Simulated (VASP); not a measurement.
Wanted: the native input for a VASP 6.6.1 run.

```yaml
Task: electric field gradients
Functional: PBEsol
Potentials_or_basis: VASP PAW PBE potentials, release 64 (Cd, I)
Cutoff: 400 eV
k_mesh: 8 × 8 × 5
Occupations: fermi-dirac, width 0.03 eV
Spin: no spin polarisation
Dipole_correction: no
Further_INCAR_settings: ALGO = Normal; EDIFF = 1e-08; NBANDS = 20
```

The structure of CdI2 lies in POSCAR:

```
CdI2
1.0
    4.2439992147      0.0000000000      0.0000000000
   -2.1219996073      3.6754111335      0.0000000000
    0.0000000000      0.0000000000      6.7904100000
Cd I
1 2
Direct
    0.0000000000      0.0000000000      0.0000000000
    0.3333333333      0.6666666667      0.2492000000
    0.6666666667      0.3333333333      0.7508000000
```

This cell differs from its parent crystal: zz strain of -1 %.

The input as run:

INCAR

```
PREC = Accurate
ENCUT = 400
EDIFF = 1E-8
ISMEAR = -1
SIGMA = 0.03
LREAL = False
LASPH = True
NELM = 120
ALGO = Normal
ISIF = 2
LWAVE = False
LCHARG = False
GGA = PS
LEFG = True
NBANDS = 20
GGA_COMPAT = False
```

KPOINTS

```
Automatic mesh
0
Gamma
  8 8 5
```

Potentials or basis: VASP PAW PBE potentials, release 64 (Cd, I).

The run is started by

```sh
$ cat potpaw_PBE.64/Cd/POTCAR potpaw_PBE.64/I/POTCAR > POTCAR
$ mpirun -np 1 vasp_std > vasp.out
```

It gave:

| Property | Result |
| --- | --- |
| Pressure | -0.1 GPa |
| Largest force | 0.008 eV/Å |
| Band gap on the k mesh | 2.32 eV (least direct gap 2.47 eV) |
| Largest electric field gradient by atom | Cd +3.4; I -66.3 V/Å² |

Caveat: the cell differs from its parent crystal (zz strain of -1 %); without QUAD_EFG the Cq values of the log hold for a quadrupole moment of 1 mb, not for the nuclei; the PAW data sets were made with another functional, which shifts forces and pressure a little; spin-orbit coupling is left out, which moves the levels of the heavy elements; an odd mesh through Γ misses points on the zone boundary, where band edges can lie; this functional lacks dispersion, which binds the layers, so the pressure and a relaxed spacing across them are unreliable.

Wall time 85 s on 1 thread of AMD EPYC 7R13, with other jobs on the host, peak memory 0.18 GiB.
